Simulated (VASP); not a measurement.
Set up this calculation in VASP 6.6.1, as the native input.

* Task: single point
* Functional: PBE
* Potentials or basis: VASP PAW PBE potentials, release 64 (Ti_sv, C)
* Cutoff: 600 eV
* k mesh: 4 × 4 × 3
* Occupations: gaussian, width 0.2 eV
* Spin: no spin polarisation
* Dipole correction: no
* Further INCAR settings: ALGO = Normal; EDIFF = 1e-06; NBANDS = 39

The structure of Ti4C3 lies in POSCAR:

```
Ti4C3
1.0
    4.5008672001      0.0000000000      0.0000000000
   -2.2504336001      3.8978653344      0.0000000000
    0.0000000000      0.0000000000      6.4593477228
Ti C
4 3
Direct
    0.3333333333      0.6666666667      0.3042359702
    0.3333333333      0.6666666667      0.6957640298
    0.6666666667      0.3333333333      0.6957640298
    0.6666666667      0.3333333333      0.3042359702
    0.3333333333      0.6666666667      0.0000000000
    0.6666666667      0.3333333333      0.0000000000
    0.0000000000      0.0000000000      0.0000000000
```

The cell was built from a structure type or drawn by symmetry, and may not be a known phase.

The input as run:

INCAR

```
SYSTEM = Ti4C3
ALGO = Normal
EDIFF = 1E-6
ENCUT = 600
GGA = PE
GGA_COMPAT = .FALSE.
ISIF = 2
ISMEAR = 0
LASPH = .TRUE.
LCHARG = .FALSE.
LREAL = .FALSE.
LWAVE = .FALSE.
NBANDS = 39
NELM = 120
PREC = Accurate
SIGMA = 0.2
```

KPOINTS

```
k-points
0
G
  4 4 3
  0 0 0
```

Potentials or basis: VASP PAW PBE potentials, release 64 (Ti_sv, C).

Launch:

```bash
$ cat potpaw_PBE.64/Ti_sv/POTCAR potpaw_PBE.64/C/POTCAR > POTCAR
$ mpirun -np 1 vasp_std > vasp.out
```

Results of the run:

```
Pressure               : -0.1 GPa
Largest force          : 0.018 eV/Å
Band gap on the k mesh : zero (bands 30 and 31 overlap by 0.12 eV)
```

Caveat: the k points lie up to 0.40 Å⁻¹ apart.

Wall time 36 s on 1 thread of AMD EPYC 9R45 96-Core Processor (Zen 5), with other jobs on the host, peak memory 0.22 GiB.
